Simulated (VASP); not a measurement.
Li: single point with r2SCAN

Crystal: Li.

```xyz
3
Lattice="4.7836 0.0000 0.0000 -2.3918 4.1427 0.0000 0.0000 0.0000 2.8010" Properties=species:S:1:pos:R:3 pbc="T T T"
Li    0.0000    0.0000    0.0000
Li    0.0000    2.7618    1.4005
Li    2.3918    1.3809    1.4005
```

This isn't the form of Li at room conditions, which is bcc.

```json
{
 "Program": "VASP 6.6.1",
 "Task": "single point",
 "Functional": "r2SCAN",
 "Potentials or basis": "VASP PAW PBE potentials, release 64 (Li_sv)",
 "Cutoff": "520 eV",
 "k mesh": "8 × 8 × 12",
 "Occupations": "fermi-dirac, width 0.1 eV",
 "Spin": "no spin polarisation",
 "Dipole correction": "no",
 "Further INCAR settings": "ALGO = Normal; EDIFF = 1e-07; NBANDS = 12"
}
```

- Band gap on the k mesh: zero (an odd number of electrons rules out a gap without spin polarisation)

Levels at points of the mesh, in eV from the Fermi level:
| k point | band 1 | band 2 | band 3 | band 4 | band 5 | band 6 | band 7 | band 8 | band 9 |
| --- | --- | --- | --- | --- | --- | --- | --- | --- | --- |
| (0.00, 0.00, 0.00) | -47.99 | -47.96 | -47.86 | -3.99 | 2.38 | 2.38 | 2.43 | 2.43 | 6.90 |
| (0.50, 0.00, 0.00) | -47.98 | -47.97 | -47.86 | -2.29 | -2.26 | 0.08 | 3.65 | 9.25 | 9.32 |
| (0.00, 0.00, 0.50) | -47.97 | -47.94 | -47.84 | -0.61 | 0.21 | 6.32 | 6.37 | 6.37 | 7.32 |
| (0.50, 0.00, 0.50) | -47.96 | -47.95 | -47.84 | 0.65 | 0.84 | 2.25 | 3.58 | 4.64 | 5.65 |

It took 2.9 min on 1 thread of AMD EPYC 9R45 96-Core Processor (Zen 5), on a shared host, peak memory 0.15 GiB.
